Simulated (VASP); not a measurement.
Write the native input for VASP 6.6.1 that does the following.

| Quantity | Value |
| --- | --- |
| Task | electric field gradients |
| Functional | PBE |
| Potentials or basis | VASP PAW PBE potentials, release 64 (Re) |
| Cutoff | 520 eV |
| k mesh | 15 × 15 × 15 |
| Occupations | fermi-dirac, width 0.05 eV |
| Spin | no spin polarisation |
| Dipole correction | no |
| Further INCAR settings | ALGO = Normal; EDIFF = 1e-08; NBANDS = 18 |

The structure of Re lies in POSCAR:

```
Re
1.0
    1.4110657914      0.8146792145      6.8299866994
   -1.4110657914      0.8146792145      6.8299866994
    0.0000000000     -1.6293584291      6.8299866994
Re
3
Direct
    0.0000000000      0.0000000000      0.0000000000
    0.2221738800      0.2221738800      0.2221738800
    0.7778261200      0.7778261200      0.7778261200
```

These files were run (other wordings do the same):

INCAR

```
SYSTEM = Re
PREC = Accurate
ENCUT = 520
EDIFF = 1E-8
ISMEAR = -1
SIGMA = 0.05
LREAL = .False.
LASPH = .True.
NELM = 60
ALGO = Normal
ISIF = 2
LWAVE = .False.
LCHARG = .False.
GGA = PE
LEFG = .True.
NBANDS = 18
```

KPOINTS

```
Automatic mesh
0
Gamma
  15 15 15
  0 0 0
```

Potentials or basis: VASP PAW PBE potentials, release 64 (Re).

Command:

```console
$ cat potpaw_PBE.64/Re/POTCAR > POTCAR
$ mpirun -np 1 vasp_std > vasp.out
```

Results of the run:

- Pressure: -16.6 GPa
- Largest force: 0.004 eV/Å
- Band gap on the k mesh: zero (an odd number of electrons rules out a gap without spin polarisation)
- Largest electric field gradient by atom: Re -74.1, -34.0 (each value once) V/Å²

Caveat: the cell stands under tension; without QUAD_EFG the Cq values of the log hold for a quadrupole moment of 1 mb, not for the nuclei; spin-orbit coupling is left out, which moves the levels of the heavy elements.

Run time: 18 min on 1 thread of Intel(R) Xeon(R) 6975P-C (Granite Rapids), with other jobs on the host, peak memory 0.56 GiB.
